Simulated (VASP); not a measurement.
# Cs (I4/mmm) in VASP: notebook

The runs below take Cs through single point, with PBE.

Everything below comes from runs of VASP 6.6.1. Logs are shortened: lines on timing, memory, paths and dates and some standing lists are left out, and cuts for length are marked.

## (1) The cell of the first run

The structure is tetragonal, space group I4/mmm (No. 139). Conventional cell: a = 5.803 Å, b = 5.803 Å, c = 5.561 Å, α = 90.00°, β = 90.00°, γ = 90.00°.

## (2) Single point, PBE (strain -0.040 along x and y, -0.080 along z)

INCAR

```
SYSTEM = Cs
PREC = Accurate ; ENCUT = 520
EDIFF = 1E-6 ; ISMEAR = 0
SIGMA = 0.15 ; LREAL = .FALSE.
LASPH = .TRUE. ; NELM = 60
ALGO = Fast ; ISIF = 2
LWAVE = .FALSE. ; LCHARG = .FALSE.
GGA = PE ; NBANDS = 10
```

KPOINTS

```
regular mesh
0
G
  12 12 12
  0 0 0
```

POSCAR

```
Cs
1.0
   -2.9016000000      2.9016000000      2.7807000000
    2.9016000000     -2.9016000000      2.7807000000
    2.9016000000      2.9016000000     -2.7807000000
Cs
1
Direct
    0.0000000000      0.0000000000      0.0000000000
```

Potentials or basis: VASP PAW PBE potentials, release 64 (Cs_sv).

Launch:

```
cat potpaw_PBE.64/Cs_sv/POTCAR > POTCAR
mpirun -np 1 vasp_std > vasp.out
```

OUTCAR:

```text
SYSTEM = Cs
   PREC = Accurate
   ENCUT = 520
   EDIFF = 1E-6
   ISMEAR = 0
   LREAL = .FALSE.
   LASPH = .TRUE.
   NELM = 60
   ISIF = 2
   GGA = PE

 ion  position               nearest neighbor table
   1  0.000  0.000  0.000-

  LATTYP: Found a body centered tetragonal cell.
 ALAT       =     5.8032000000
 C/A-ratio  =     0.9583333333

  Lattice vectors:

 A1 = (  -2.9016000000,   2.9016000000,   2.7807000000)
 A2 = (   2.9016000000,  -2.9016000000,   2.7807000000)
 A3 = (   2.9016000000,   2.9016000000,  -2.7807000000)

Analysis of symmetry for initial positions (statically):
=====================================================================
 Subroutine PRICEL returns:
 Original cell was already a primitive cell.

 Routine SETGRP: Setting up the symmetry group for a
 body centered tetragonal supercell.

 Subroutine GETGRP returns: Found 16 space group operations
 (whereof 16 operations were pure point group operations)
 out of a pool of 16 trial point group operations.

The static configuration has the point symmetry D_4h.

Analysis of symmetry for dynamics (positions and initial velocities):
=====================================================================
 Subroutine PRICEL returns:
 Original cell was already a primitive cell.

 Routine SETGRP: Setting up the symmetry group for a
 body centered tetragonal supercell.

 Subroutine GETGRP returns: Found 16 space group operations
 (whereof 16 operations were pure point group operations)
 out of a pool of 16 trial point group operations.

The dynamic configuration has the point symmetry D_4h.

 Subroutine INISYM returns: Found 16 space group operations
 (whereof 16 operations are pure point group operations),
 and found     1 'primitive' translations

----------------------------------------------------------------------------------------

                                     Primitive cell

  volume of cell :      93.6460

  direct lattice vectors                    reciprocal lattice vectors
    -2.901600000  2.901600000  2.780700000     0.000000000  0.172318721  0.179810839
     2.901600000 -2.901600000  2.780700000     0.172318721  0.000000000  0.179810839
     2.901600000  2.901600000 -2.780700000     0.172318721  0.172318721  0.000000000

  length of vectors
     4.956900000  4.956900000  4.956900000     0.249049552  0.249049552  0.243695472

  position of ions in fractional coordinates (direct lattice)
     0.000000000  0.000000000  0.000000000

  ion indices of the primitive-cell ions
   primitive index   ion index
                 1           1

----------------------------------------------------------------------------------------

 KPOINTS: regular mesh

Automatic generation of k-mesh.
 Grid dimensions read from file:
 generate k-points for:   12   12   12

 Generating k-lattice:

  Cartesian coordinates                     Fractional coordinates (reciprocal lattice)
     0.000000000  0.014359893  0.014984237     0.083333333  0.000000000  0.000000000
     0.014359893  0.000000000  0.014984237     0.000000000  0.083333333  0.000000000
     0.014359893  0.014359893  0.000000000     0.000000000  0.000000000  0.083333333

  Length of vectors
     0.020754129  0.020754129  0.020307956

  Shift w.r.t. Gamma in fractional coordinates (k-lattice)
     0.000000000  0.000000000  0.000000000

 Subroutine IBZKPT returns following result:
 ===========================================

 Found    163 irreducible k-points:

 Following reciprocal coordinates:
            Coordinates               Weight
  0.000000  0.000000  0.000000      1.000000
  0.083333  0.000000  0.000000      8.000000
  0.166667  0.000000  0.000000      8.000000
  0.250000  0.000000  0.000000      8.000000
  0.333333  0.000000  0.000000      8.000000
  0.416667 -0.000000  0.000000      8.000000
[... 16 lines left out ...]
  0.500000  0.166667  0.000000     16.000000
 -0.416667  0.166667 -0.000000     16.000000
 [... further k-points ...]
   k-points           NKPTS =    163   k-points in BZ     NKDIM =    163   number of bands    NBANDS=     10
   number of dos      NEDOS =    301   number of ions     NIONS =      1
   total plane-waves  NPLWV =  64000
   dimension x,y,z NGX =    40 NGY =   40 NGZ =   40
   dimension x,y,z NGXF=    80 NGYF=   80 NGZF=   80
   ions per type =               1
   NGX,Y,Z   is equivalent  to a cutoff of  13.42, 13.42, 13.42 a.u.
   NGXF,Y,Z  is equivalent  to a cutoff of  26.83, 26.83, 26.83 a.u.
 SYSTEM =  Cs
   PREC   = accura    normal or accurate (medium, high low for compatibility)
   ISTART =      0    job   : 0-new  1-cont  2-samecut
   ICHARG =      2    charge: 1-file 2-atom 10-const
   ISPIN  =      1    spin polarized calculation?
   LNONCOLLINEAR =      F non collinear calculations
   LSORBIT =      F    spin-orbit coupling
   LASPH  =      T    aspherical Exc in radial PAW
   ENCUT  =  520.0 eV  38.22 Ry    6.18 a.u.   9.22  9.22  9.22*2*pi/ulx,y,z
   NELM   =     60;   NELMIN=  2; NELMDL= -5     # of ELM steps
   EDIFF  = 0.1E-05   stopping-criterion for ELM
   LREAL  =      F    real-space projection
   EDIFFG = 0.1E-04   stopping-criterion for IOM
   NSW    =      0    number of steps for IOM
   IBRION =     -1    ionic relax: 0-MD 1-quasi-New 2-CG
   NFREE  =      0    steps in history (QN), initial steepest desc. (CG)
   ISIF   =      2    stress and relaxation
   ISYM   =      2    0-nonsym 1-usesym 2-fastsym
   POTIM  = 0.5000    time-step for ionic-motion
   TEBEG  =    0.0;   TEEND  =   0.0 temperature during run
   PSTRESS=    0.0 pullay stress
   NELECT =       9.0000    total number of electrons
   NUPDOWN=      -1.0000    fix difference up-down
   EMIN   =  10.00;   EMAX   =-10.00  energy-range for DOS
   EFERMI =   0.00;   METHOD = LEGACY
   ISMEAR =     0;   SIGMA  =   0.15  broadening in eV -4-tet -1-fermi 0-gaus
   EFERMI_NEDOS =   21; number of points for ismear=-14 and -15
   IALGO  =     68    algorithm
   IMIX   =      4    mixing-type and parameters
     AMIX     =   0.40;   BMIX     =  1.00
     AMIX_MAG =   1.60;   BMIX_MAG =  1.00
  volume/ion in A,a.u.               =      93.65       631.95
  Fermi-wavevector in a.u.,A,eV,Ry     =   0.749881  1.417070  7.650857  0.562322
  Thomas-Fermi vector in A             =   1.846504
   LORBIT       =      0    0 simple, 1 ext, 2 COOP (PROOUT), +10 PAW based schemes
   GGA     = PE    functional components
   LHFCALC =     F    Hartree Fock is set to
   AEXX    =    0.0000 exact exchange contribution
   IVDW    =     0    specifies the selected vdW correction
   LEPSILON=     F    determine dielectric tensor
   LRPA    =     F    only Hartree local field effects (RPA)
 non-spin polarized calculation
 RMM-DIIS sequential band-by-band and
 Gauss-broadening in eV      SIGMA  =   0.15
  energy-cutoff  :      520.00
  volume of cell :       93.65
 maximum number of plane-waves:      2554
 NGX is ok and might be reduce to    40
   NGX = 19   NGY = 19   NGZ = 19

 number of electron       9.0000000 magnetization

 Free energy of the ion-electron system (eV)
  ---------------------------------------------------
  ext. energy  EPLUGINS =         0.00000000
  ---------------------------------------------------
  free energy    TOTEN  =        -0.81804301 eV

  energy without entropy =       -0.80134278  energy(sigma->0) =       -0.80969289

 E-fermi :   1.0275     XC(G=0):  -5.9525

 val. band max:        1.0274454999   @ k =   0.5000   0.5000   0.0833
 cond. band min:       1.0391323904   @ k =   0.5000   0.3333  -0.0000
 fundamental gap:      0.0116868904
 Fermi energy:         1.0275294920

 k-point     1 :       0.0000    0.0000    0.0000
  band No.  band energies     occupation
      1     -22.7401      2.00000
      2      -9.4362      2.00000
      3      -9.4362      2.00000
      4      -9.4359      2.00000
      5      -0.8596      2.00000
      6       3.4973      0.00000
      7       3.7119      0.00000
      8       3.7119      0.00000
      9       4.4985      0.00000
     10       4.8067      0.00000

 k-point     2 :       0.0833    0.0000    0.0000
  band No.  band energies     occupation
      1     -22.7389      2.00000
      2      -9.4553      2.00000
      3      -9.4422      2.00000
      4      -9.4364      2.00000
      5      -0.7623      2.00000
      6       3.4581      0.00000
      7       3.6214      0.00000
      8       3.7391      0.00000
      9       4.4460      0.00000
     10       4.6762      0.00000

 k-point     3 :       0.1667    0.0000    0.0000
  band No.  band energies     occupation
      1     -22.7357      2.00000
      2      -9.5070      2.00000
      3      -9.4587      2.00000
      4      -9.4375      2.00000
      5      -0.4841      2.00000
      6       3.2399      0.00000
      7       3.2773      0.00000
      8       3.9948      0.00000
      9       4.4303      0.00000
     10       4.5891      0.00000

 k-point     4 :       0.2500    0.0000    0.0000
  band No.  band energies     occupation
      1     -22.7312      2.00000
      2      -9.5755      2.00000
      3      -9.4810      2.00000
      4      -9.4390      2.00000
      5      -0.0673      2.00000
      6       2.8267      0.00000
      7       2.9735      0.00000
      8       4.4571      0.00000
      9       4.5670      0.00000
     10       4.6170      0.00000
[... 222 lines left out ...]
 k-point    22 :       0.4167    0.1667    0.0000
  band No.  band energies     occupation
      1     -22.7214      2.00000
      2      -9.6827      2.00000
      3      -9.5492      2.00000
      4      -9.4621      2.00000
      5       1.2522      0.03417
      6       2.1241      0.00000
      7       2.4539      0.00000
      8       4.3985      0.00000
      9       5.2580      0.00000
     10       5.8391      0.00000

 k-point    23 :       0.5000    0.1667    0.0000
  band No.  band energies     occupation
      1     -22.7225      2.00000
      2      -9.6710      2.00000
      3      -9.5405      2.00000
      4      -9.4599      2.00000
      5       1.0545      0.79945
      6       2.1917      0.00000
      7       2.5114      0.00000
      8       4.4788      0.00000
      9       5.0225      0.00000
     10       5.7871      0.00000

 k-point    24 :      -0.4167    0.1667   -0.0000
  band No.  band energies     occupation
      1     -22.7254      2.00000
      2      -9.6410      2.00000
      3      -9.5163      2.00000
      4      -9.4563      2.00000
      5       0.6210      1.99987
      6       2.3672      0.00000
      7       2.6766      0.00000
      8       4.4237      0.00000
      9       4.9687      0.00000
     10       5.3223      0.00000

 [... further k-points ...]

------------------------ aborting loop because EDIFF is reached ----------------------------------------

  FORCE on cell =-STRESS in cart. coord.  units (eV):
  Direction    XX          YY          ZZ          XY          YZ          ZX
  --------------------------------------------------------------------------------------
  -------------------------------------------------------------------------------------
  Total        0.3529661      0.3529661      0.3728756      0.0000000      0.0000000      0.0000000
  in kB        6.0388516      6.0388516      6.3794810      0.0000000      0.0000000      0.0000000
  external PRESSURE =       6.1523948 kB  Pullay stress =       0.0000000 kB

 VOLUME and BASIS-vectors are now :
 -----------------------------------------------------------------------------
  energy-cutoff  :      520.00
  volume of cell :       93.65
      direct lattice vectors                 reciprocal lattice vectors
    -2.901600000  2.901600000  2.780700000     0.000000000  0.172318721  0.179810839
     2.901600000 -2.901600000  2.780700000     0.172318721  0.000000000  0.179810839
     2.901600000  2.901600000 -2.780700000     0.172318721  0.172318721  0.000000000

 POSITION                                       TOTAL-FORCE (eV/Angst)
 -----------------------------------------------------------------------------------
      0.00000      0.00000      0.00000        -0.000000      0.000000      0.000000
 -----------------------------------------------------------------------------------
    total drift:                               -0.000000      0.000000      0.000000

  FREE ENERGIE OF THE ION-ELECTRON SYSTEM (eV)
  ---------------------------------------------------
  free  energy   TOTEN  =        -0.8180430052 eV

  energy  without entropy=       -0.8013427781  energy(sigma->0) =       -0.80969289
```

It took 3.1 min on 1 thread of AMD EPYC 7R43 (Zen 3), shared host; peak memory 0.29 GiB.

Results:

```
Free energy : -0.8180 eV
Pressure    : 0.6 GPa
```

Caveat: the cell differs from its parent crystal (strain -0.040 along x and y, -0.080 along z); spin-orbit coupling is left out, which moves the levels of the heavy elements.

## (3) Single point, PBE (strain -0.080 along x and y, +0.040 along z)

INCAR

```
PREC     = Accurate       # precision mode
ENCUT    = 520            # plane-wave cutoff, eV
EDIFF    = 1E-6           # SCF threshold, eV
ISMEAR   = 0              # smearing method
SIGMA    = 0.15           # smearing width, eV
LREAL    = False          # projectors in reciprocal space
LASPH    = True           # aspherical terms in the spheres
NELM     = 100            # most SCF steps
ALGO     = Fast           # electronic algorithm
ISIF     = 2              # what is computed and relaxed
LWAVE    = False          # write WAVECAR
LCHARG   = False          # write CHGCAR
GGA      = PE             # functional
NBANDS   = 10             # bands
```

KPOINTS

```
Automatic mesh
0
Gamma
  12 12 12
```

POSCAR

```
Cs
1.0
   -2.7807000000      2.7807000000      3.1434000000
    2.7807000000     -2.7807000000      3.1434000000
    2.7807000000      2.7807000000     -3.1434000000
Cs
1
Direct
    0.0000000000      0.0000000000      0.0000000000
```

Potentials or basis: VASP PAW PBE potentials, release 64 (Cs_sv).

Launch:

```
cat potpaw_PBE.64/Cs_sv/POTCAR > POTCAR
mpirun -np 1 vasp_std > vasp.out
```

OUTCAR:

```text
PREC = Accurate
   ENCUT = 520
   EDIFF = 1E-6
   ISMEAR = 0
   LREAL = False
   LASPH = True
   NELM = 100
   ISIF = 2
   GGA = PE

 ion  position               nearest neighbor table
   1  0.000  0.000  0.000-

  LATTYP: Found a body centered tetragonal cell.
 ALAT       =     5.5614000000
 C/A-ratio  =     1.1304347826

  Lattice vectors:

 A1 = (  -2.7807000000,   2.7807000000,   3.1434000000)
 A2 = (   2.7807000000,  -2.7807000000,   3.1434000000)
 A3 = (   2.7807000000,   2.7807000000,  -3.1434000000)
[... 492 lines left out ...]
     10       5.1582      0.00000

 [... further k-points ...]

------------------------ aborting loop because EDIFF is reached ----------------------------------------

  FORCE on cell =-STRESS in cart. coord.  units (eV):
  Direction    XX          YY          ZZ          XY          YZ          ZX
  --------------------------------------------------------------------------------------
  -------------------------------------------------------------------------------------
  Total        0.2949983      0.2949983      0.2853870      0.0000000      0.0000000      0.0000000
  in kB        4.8614089      4.8614089      4.7030196      0.0000000      0.0000000      0.0000000
  external PRESSURE =       4.8086124 kB  Pullay stress =       0.0000000 kB

 VOLUME and BASIS-vectors are now :
 -----------------------------------------------------------------------------
  energy-cutoff  :      520.00
  volume of cell :       97.22
      direct lattice vectors                 reciprocal lattice vectors
    -2.780700000  2.780700000  3.143400000     0.000000000  0.179810839  0.159063434
     2.780700000 -2.780700000  3.143400000     0.179810839  0.000000000  0.159063434
     2.780700000  2.780700000 -3.143400000     0.179810839  0.179810839  0.000000000

 POSITION                                       TOTAL-FORCE (eV/Angst)
 -----------------------------------------------------------------------------------
      0.00000      0.00000      0.00000        -0.000000      0.000000      0.000000
 -----------------------------------------------------------------------------------
    total drift:                                0.000000      0.000000     -0.000000

  FREE ENERGIE OF THE ION-ELECTRON SYSTEM (eV)
  ---------------------------------------------------
  free  energy   TOTEN  =        -0.8300588174 eV

  energy  without entropy=       -0.8140913396  energy(sigma->0) =       -0.82207508
```

stdout:

```text
POSCAR found type information on POSCAR Cs
 POSCAR found :  1 types and       1 ions
 scaLAPACK will be used
 LDA part: xc-table for (Slater+PW92), standard interpolation
 POSCAR, INCAR and KPOINTS ok, starting setup
 FFT: planning ... GRIDC
 FFT: planning ... GRID_SOFT
 FFT: planning ... GRID
 WAVECAR not read
 entering main loop
```

Run time: 3.6 min. Hardware: 1 thread of AMD EPYC 7R43 (Zen 3), shared host; peak memory 0.29 GiB.

Results:

```
Free energy : -0.8301 eV
Pressure    : 0.5 GPa
```

Caveat: the cell differs from its parent crystal (strain -0.080 along x and y, +0.040 along z); spin-orbit coupling is left out, which moves the levels of the heavy elements.

[end of part 1 of 2]
